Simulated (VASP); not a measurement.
Wanted: the native input for a VASP 6.6.1 run.

- Task: single point
- Functional: r2SCAN
- Potentials or basis: VASP PAW PBE potentials, release 64 (Ta_sv_GW, N_h)
- Cutoff: 1460 eV
- k mesh: 7 × 7 × 7
- Occupations: gaussian, width 0.05 eV
- Spin: collinear spin
- Starting moments: [2.0, 0.0] μB
- Hubbard terms: Ta d U = 1.0 eV
- Dipole correction: no
- Further INCAR settings: ALGO = Normal; EDIFF = 1e-06; NBANDS = 20

Crystal: TaN.

```
CELL_PARAMETERS angstrom
0.00000 2.17900 2.17900
2.17900 0.00000 2.17900
2.17900 2.17900 0.00000
ATOMIC_POSITIONS crystal
Ta 0.50000 0.50000 0.50000
N 0.00000 0.00000 0.00000
```

These files were run (other wordings do the same):

POSCAR

```
TaN
1.0
    0.0000000000      2.1790013100      2.1790013100
    2.1790013100      0.0000000000      2.1790013100
    2.1790013100      2.1790013100      0.0000000000
Ta N
1 1
Direct
    0.5000000000      0.5000000000      0.5000000000
    0.0000000000      0.0000000000      0.0000000000
```

INCAR.step1

```
SYSTEM = TaN
ALGO = Normal
EDIFF = 1E-5
ENCUT = 1460
GGA = PE
GGA_COMPAT = .False.
ISMEAR = 0
ISPIN = 2
LASPH = .True.
LCHARG = .False.
LDAU = .True.
LDAUJ = 0 0
LDAUL = 2 -1
LDAUTYPE = 2
LDAUU = 1 0
LMAXMIX = 4
LREAL = .False.
LWAVE = .True.
MAGMOM = 2 0
NBANDS = 20
NELM = 200
PREC = Accurate
SIGMA = 0.05
```

INCAR.step2

```
SYSTEM = TaN
ALGO = Normal
EDIFF = 1E-6
ENCUT = 1460
GGA_COMPAT = .False.
ISIF = 2
ISMEAR = 0
ISPIN = 2
ISTART = 1
LASPH = .True.
LCHARG = .False.
LDAU = .True.
LDAUJ = 0 0
LDAUL = 2 -1
LDAUPRINT = 1
LDAUTYPE = 2
LDAUU = 1 0
LMAXMIX = 4
LMIXTAU = .True.
LORBIT = 11
LREAL = .False.
LWAVE = .False.
MAGMOM = 2 0
METAGGA = R2SCAN
NBANDS = 20
NELM = 200
PREC = Accurate
SIGMA = 0.05
```

KPOINTS

```
k-points
0
Gamma
  7 7 7
  0 0 0
```

Potentials or basis: VASP PAW PBE potentials, release 64 (Ta_sv_GW, N_h).

The run is started by

```sh
$ cat potpaw_PBE.64/Ta_sv_GW/POTCAR potpaw_PBE.64/N_h/POTCAR > POTCAR
$ cp INCAR.step1 INCAR
$ mpirun -np 1 vasp_std > vasp.out
$ cp INCAR.step2 INCAR
$ mpirun -np 1 vasp_std > vasp.out
```

It gave:

```yaml
Pressure: 12.5 GPa
Band_gap_on_the_k_mesh: zero (filled and empty bands overlap)
Net_moment: 0.00 μB per cell
Valence_electrons_inside_the_program's_atomic_spheres: Ta 11.22; N 2.25
```

Caveat: the cell stands under pressure; the PAW data sets were made with another functional, which shifts forces and pressure a little; spin-orbit coupling is left out, which moves the levels of the heavy elements.

Run time: 2.9 min on 1 thread of Intel(R) Xeon(R) Platinum 8488C (Sapphire Rapids), on a shared host, peak memory 0.38 GiB.
